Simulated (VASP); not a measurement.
# ZnO (P6_3mc) in VASP: further runs, part 2 of 2

VASP 6.6.1. The steps go on from the part before.

**3. Single point, PBE+D4 (volume scaled by 0.98)**

File INCAR:

```
SYSTEM = ZnO
PREC = Accurate ; ENCUT = 520
EDIFF = 1E-7 ; ISMEAR = 0
SIGMA = 0.05 ; LREAL = .FALSE.
LASPH = .TRUE. ; NELM = 80
ALGO = Normal ; ISIF = 2
LWAVE = .FALSE. ; LCHARG = .TRUE.
GGA = PE ; IVDW = 13
LELF = .TRUE. ; LVHAR = .TRUE.
NBANDS = 26
```

File KPOINTS:

```
Automatic mesh
0
G
  8 8 6
  0 0 0
```

File POSCAR:

```
ZnO
1.0
    3.2301062517      0.0000000000      0.0000000000
   -1.6150531258      2.7973540709      0.0000000000
    0.0000000000      0.0000000000      5.2122149087
Zn O
2 2
Direct
    0.3333333333      0.6666666667      0.0015124609
    0.6666666667      0.3333333333      0.5015124609
    0.3333333333      0.6666666667      0.3805875391
    0.6666666667      0.3333333333      0.8805875391
```

Potentials or basis: VASP PAW PBE potentials, release 64 (Zn, O).

Command:

```
> cat potpaw_PBE.64/Zn/POTCAR potpaw_PBE.64/O/POTCAR > POTCAR
> mpirun -np 1 vasp_std > vasp.out
```

OUTCAR:

```text
SYSTEM = ZnO
   PREC = Accurate
   ENCUT = 520
   EDIFF = 1E-7
   ISMEAR = 0
   LREAL = .FALSE.
   LASPH = .TRUE.
   NELM = 80
   ISIF = 2
   GGA = PE
   IVDW = 13

 ion  position               nearest neighbor table
   1  0.333  0.667  0.002-   4 1.97   4 1.97   4 1.97   3 1.98
   2  0.667  0.333  0.502-   3 1.97   3 1.97   3 1.97   4 1.98
   3  0.333  0.667  0.381-   2 1.97   2 1.97   2 1.97   1 1.98
   4  0.667  0.333  0.881-   1 1.97   1 1.97   1 1.97   2 1.98

  LATTYP: Found a hexagonal cell.
 ALAT       =     3.2301062517
[... 899 lines left out ...]
  FORCE on cell =-STRESS in cart. coord.  units (eV):
  Direction    XX          YY          ZZ          XY          YZ          ZX
  --------------------------------------------------------------------------------------
  -------------------------------------------------------------------------------------
  Total       1.20690     1.20690     1.21915     0.00000     0.00000     0.00000
  in kB      41.05770    41.05770    41.47449     0.00000     0.00000     0.00000
  external pressure =       41.20 kB  Pullay stress =        0.00 kB

 VOLUME and BASIS-vectors are now :
 -----------------------------------------------------------------------------
  energy-cutoff  :      520.00
  volume of cell :       47.10
      direct lattice vectors                 reciprocal lattice vectors
     3.230106252  0.000000000  0.000000000     0.309587339  0.178740334  0.000000000
    -1.615053126  2.797354071  0.000000000     0.000000000  0.357480667  0.000000000
     0.000000000  0.000000000  5.212214909     0.000000000  0.000000000  0.191857016

 POSITION                                       TOTAL-FORCE (eV/Angst)
 -----------------------------------------------------------------------------------
     -0.00000      1.86490      0.00788         0.000000     -0.000000      0.002858
      1.61505      0.93245      2.61399        -0.000000      0.000000      0.002858
     -0.00000      1.86490      1.98370         0.000000      0.000000     -0.002858
      1.61505      0.93245      4.58981        -0.000000      0.000000     -0.002858
 -----------------------------------------------------------------------------------
    total drift:                               -0.000000     -0.000000      0.002869

  FREE ENERGIE OF THE ION-ELECTRON SYSTEM (eV)
  ---------------------------------------------------
  free  energy   TOTEN  =       -18.7669614995 eV

  energy  without entropy=      -18.7669614995  energy(sigma->0) =      -18.76696150
```

OSZICAR:

```text
N       E                     dE             d eps       ncg     rms          rms(c)
DAV:   1     0.293933319770E+03    0.29393E+03   -0.18190E+04  2112   0.202E+03
DAV:   2     0.108532717978E+02   -0.28308E+03   -0.26445E+03  2184   0.412E+02
DAV:   3    -0.204089885523E+02   -0.31262E+02   -0.30828E+02  2252   0.139E+02
DAV:   4    -0.210420555165E+02   -0.63307E+00   -0.63158E+00  2348   0.201E+01
DAV:   5    -0.210451238927E+02   -0.30684E-02   -0.30682E-02  2214   0.146E+00    0.150E+01
DAV:   6    -0.176254847468E+02    0.34196E+01   -0.65399E+00  3222   0.612E+01    0.920E+00
DAV:   7    -0.178392652486E+02   -0.21378E+00   -0.29612E+00  2130   0.170E+01    0.549E+00
DAV:   8    -0.178502868930E+02   -0.11022E-01   -0.49715E-01  3078   0.761E+00    0.164E+00
DAV:   9    -0.177986886527E+02    0.51598E-01   -0.10495E-01  3060   0.647E+00    0.294E-01
DAV:  10    -0.178014833512E+02   -0.27947E-02   -0.37961E-02  2110   0.134E+00    0.135E-01
DAV:  11    -0.178015333901E+02   -0.50039E-04   -0.55177E-04  2210   0.228E-01    0.321E-02
DAV:  12    -0.178015722552E+02   -0.38865E-04   -0.83263E-05  2408   0.229E-01    0.197E-02
DAV:  13    -0.178015803587E+02   -0.81035E-05   -0.20730E-05  2424   0.957E-02    0.203E-02
DAV:  14    -0.178015746005E+02    0.57582E-05   -0.12360E-05  2700   0.399E-02    0.257E-03
DAV:  15    -0.178015745364E+02    0.64132E-07   -0.34801E-06  2132   0.164E-02    0.139E-03
DAV:  16    -0.178015744818E+02    0.54561E-07   -0.49040E-08  1220   0.251E-03
   1 F= -.18766961E+02 E0= -.18766961E+02  d E =-.115314E-13
```

Wall time 18 s (1 thread of Intel Xeon 6975P-C (Granite Rapids), shared host); peak memory 0.18 GiB.

Results:

| Property | Result |
| --- | --- |
| Free energy | -18.7670 eV |
| Pressure | 4.1 GPa |
| Band gap on the k mesh | 0.80 eV, direct |
| Dispersion energy per atom | -0.241 eV |

Forces on the atoms (eV/Å):
```
Zn   0.000  0.000  0.003
Zn   0.000  0.000  0.003
O    0.000  0.000 -0.003
O    0.000  0.000 -0.003
```

**4. How close it comes**

Step 2. Against the measured gap of ZnO, 3.37 eV (quoted in “Electronic structure of alkaline earth and post-transition metal oxides”, 2009, arxiv:0908.1581), the calculated 0.78 eV is off by -2.59 eV. So large a miss can be the level of theory's own, or it may mean another phase, state or a wrong row. The value is that of PBE+D4, without temperature or zero-point motion. Semilocal functionals fall short of measured gaps as a rule.
